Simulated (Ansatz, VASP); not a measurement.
**YbCoGe5 in VASP and in Ansatz**

```
Yb Ge Co
1.0
     4.10333    0.00000    0.00000
     0.00000    4.10333    0.00000
     0.00000    0.00000    6.69007
Yb Ge Co
1 5 1
Direct
  0.00000 0.00000 0.00000
  0.50000 0.50000 0.00000
  0.50000 0.00000 0.30469
  0.00000 0.50000 0.30469
  0.50000 0.00000 0.69531
  0.00000 0.50000 0.69531
  0.00000 0.00000 0.50000
```

Alike in both runs: task single point; functional r2SCAN; k mesh 5 × 5 × 3; occupations tetrahedron; no spin polarisation.

|  | VASP | Ansatz |
| --- | --- | --- |
| version | VASP 6.6.1 | Ansatz 0.2.0 |
| potentials or method | VASP PAW PBE potentials, release 64 (Yb, Ge_d, Co), cutoff 520 eV | PAW plane waves |
| valence electrons in the cell | 103 | 111 |

```tsv
	VASP	Ansatz	Ansatz less VASP
gap on the k mesh at the Fermi level (eV)	none	none	-
pressure (GPa)	6.9	7.2	+0.29
traceless stress, the component that is largest in VASP (GPa)	1.13	1.17	+0.040
rms of the force components (eV/Å)	0.161	0.162	+0.0016
```

VASP's potentials were made for PBE, not for r2SCAN. Atom by atom the forces differ by 0.002 eV/Å (rms over components). A gap of «none» marks a metal or a gap that the smearing closes. VASP's potentials hold 103 valence electrons a cell and Ansatz's 111, so a difference there can come from the potentials and not from the codes. Ansatz's warnings: band table not solved further, tetrahedron derivatives may miss energy slope.

Spin-orbit coupling is off throughout.
